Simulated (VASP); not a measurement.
Write the native input for VASP 6.6.1 that does the following.

```
Task                   : single point
Functional             : PBE
Potentials or basis    : VASP PAW PBE potentials, release 64 (B, Sb, P)
Cutoff                 : 520 eV
k mesh                 : 4 × 4 × 6
Occupations            : gaussian, width 0.1 eV
Spin                   : no spin polarisation
Dipole correction      : no
Further INCAR settings : ALGO = Normal; EDIFF = 1e-06; NBANDS = 22
```

The structure of B2SbP3 lies in POSCAR:

```
B2SbP3
1.0
    5.2851237655      0.0000000000      0.0000000000
    0.0000000000      5.2851237655      0.0000000000
    0.0000000000      0.0000000000      3.6951243053
B Sb P
2 1 3
Direct
    0.0000000000      0.5000000000      0.0000000000
    0.5000000000      0.0000000000      0.0000000000
    0.0000000000      0.0000000000      0.5000000000
    0.0000000000      0.5000000000      0.5000000000
    0.5000000000      0.0000000000      0.5000000000
    0.5000000000      0.5000000000      0.5000000000
```

The cell was built from a structure type or drawn by symmetry, and may not be a known phase.

One way to write it, as run:

INCAR

```
PREC = Accurate
ENCUT = 520
EDIFF = 1E-6
ISMEAR = 0
SIGMA = 0.1
LREAL = F
LASPH = T
NELM = 80
ALGO = Normal
ISIF = 2
LWAVE = F
LCHARG = F
GGA = PE
NBANDS = 22
```

KPOINTS

```
Automatic mesh
0
Gamma
  4 4 6
```

Potentials or basis: VASP PAW PBE potentials, release 64 (B, Sb, P).

Run with:

```bash
$ cat potpaw_PBE.64/B/POTCAR potpaw_PBE.64/Sb/POTCAR potpaw_PBE.64/P/POTCAR > POTCAR
$ mpirun -np 1 vasp_std > vasp.out
```

It gave:

```json
{
  "Pressure": "-0.1 GPa",
  "Band gap on the k mesh": "zero (bands 13 and 14 overlap by 2.10 eV)"
}
```

Caveat: spin-orbit coupling is left out, which moves the levels of the heavy elements.

Run time: 49 s on 1 thread of AMD EPYC 7R13, on a shared host, peak memory 0.2 GiB.
